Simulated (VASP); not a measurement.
A run of VASP 6.6.1 is set up as follows.

Contents of INCAR:

```
ALGO = Normal ; EDIFF = 1E-6
ENCUT = 520 ; GGA = PE
ISIF = 2 ; ISMEAR = 0
IVDW = 12 ; LASPH = T
LCHARG = T ; LELF = T
LREAL = F ; LVHAR = T
LWAVE = F ; NBANDS = 14
NELM = 100 ; PREC = Accurate
SIGMA = 0.15
```

The input KPOINTS:

```
k-points
0
Gamma
  18 18 4
```

File POSCAR:

```
Al
1.0
    2.8144222649      0.0000000000      0.0000000000
   -1.4072111325      2.4373611784      0.0000000000
    0.0000000000      0.0000000000      8.8418000000
Al
4
Direct
    0.0000000000      0.0000000000      0.0000000000
    0.3333333333      0.6666666667      0.2500000000
    0.0000000000      0.0000000000      0.5000000000
    0.6666666667      0.3333333333      0.7500000000
```

Potentials or basis: VASP PAW PBE potentials, release 64 (Al).

Launch:

```sh
$ cat potpaw_PBE.64/Al/POTCAR > POTCAR
$ mpirun -np 1 vasp_std > vasp.out
```

**Question.** Estimate the band gap on the k mesh.

**Answer.** Zero (band 6 reaches 13.51 eV, above the bottom of band 7 at 7.17 eV).

**Question.** Estimate the pressure.

**Answer.** 4.3 GPa.

Stress tensor (GPa, compression positive):
```
2.93 0.00 0.00
0.00 2.93 0.00
0.00 0.00 7.01
```

Caveat: pairwise dispersion overbinds metals, which lowers pressure and volume.
